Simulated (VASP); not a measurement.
# P: single point with LDA

Crystal: P.

```
P
1.0
     1.64774   -5.46504    0.00000
     1.64774    5.46504    0.00000
     0.00000    0.00000    4.54364
P
4
Direct
  0.90414 0.09586 0.58882
  0.09586 0.90414 0.41118
  0.59586 0.40414 0.08882
  0.40414 0.59586 0.91118
```

```json
{
 "Program": "VASP 6.6.1",
 "Task": "single point",
 "Functional": "LDA",
 "Potentials or basis": "VASP PAW LDA potentials, release 64 (P)",
 "Cutoff": "520 eV",
 "k mesh": "8 × 8 × 6",
 "Occupations": "fermi-dirac, width 0.05 eV",
 "Spin": "no spin polarisation"
}
```

- Pressure: -2.4 GPa
- Largest force: 0.157 eV/Å
- Band gap on the k mesh: 0.01 eV, direct

Forces in eV/Å, atoms in the order of the input:
```
P    0.000  0.034 -0.153
P    0.000 -0.034  0.153
P    0.000 -0.034 -0.153
P    0.000  0.034  0.153
```

Stress tensor (GPa, compression positive):
```
-2.97  0.00  0.00
 0.00 -1.84  0.00
 0.00  0.00 -2.27
```

Levels at points of the mesh, in eV from the valence-band top:
```tsv
k point	band 7	band 8	band 9	band 10	band 11	band 12	band 13	band 14
(0.00, 0.00, 0.00)	-4.09	-2.86	-2.59	-1.24	0.48	0.92	1.80	2.76
(0.50, 0.00, 0.00)	-3.41	-3.41	-2.68	-2.68	0.54	0.54	1.36	1.36
(0.50, 0.50, 0.00)	-4.18	-2.43	-1.62	0.00	0.01	0.68	2.02	2.65
(0.00, 0.00, 0.50)	-3.30	-3.30	-1.68	-1.68	1.34	1.34	2.83	2.83
(0.50, 0.00, 0.50)	-5.35	-5.35	-1.83	-1.83	1.54	1.54	3.35	3.35
(0.50, 0.50, 0.50)	-2.80	-2.80	-2.01	-2.01	1.31	1.31	2.44	2.44
```

Run time: 57 s on 1 thread of Intel(R) Xeon(R) 6975P-C (Granite Rapids), on a shared host, peak memory 0.23 GiB.

A k mesh can miss the band edges.
